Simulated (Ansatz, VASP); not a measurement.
# Two plane-wave programs on ScAl3

```
Sc Al
1.0
     2.84021    0.00000    0.00000
    -1.42010    2.45969    0.00000
     0.00000    0.00000    9.34936
Sc Al
1 3
Direct
  0.66667 0.33333 0.50000
  0.33333 0.66667 0.75000
  0.33333 0.66667 0.25000
  0.66667 0.33333 0.00000
```

Alike in both runs: task relaxation of cell and atoms; functional PBE; k mesh 6 × 6 × 2; occupations gaussian, width 0.1 eV; no spin polarisation.

```csv
,VASP,Ansatz
version,VASP 6.6.1,Ansatz 0.2.0
potentials or method,"VASP PAW PBE potentials, release 64 (Sc_sv, Al), cutoff 600 eV","scalar-relativistic, plane waves, PAW"
valence electrons in the cell,20,20
```

|  | VASP | Ansatz | Ansatz less VASP |
| --- | --- | --- | --- |
| gap on the k mesh at the Fermi level, each at its own relaxed structure (eV) | none | none | - |
| relaxed volume (Å³/atom) | 18.55 | 18.46 | -0.089 |
| relaxed cell length with the largest relative difference (Å) | 3.017 | 3.009 | -0.0074 |

A gap of «none» marks a metal or a gap that the smearing closes.

The k mesh is coarse, so the values compare programs but aren't converged.
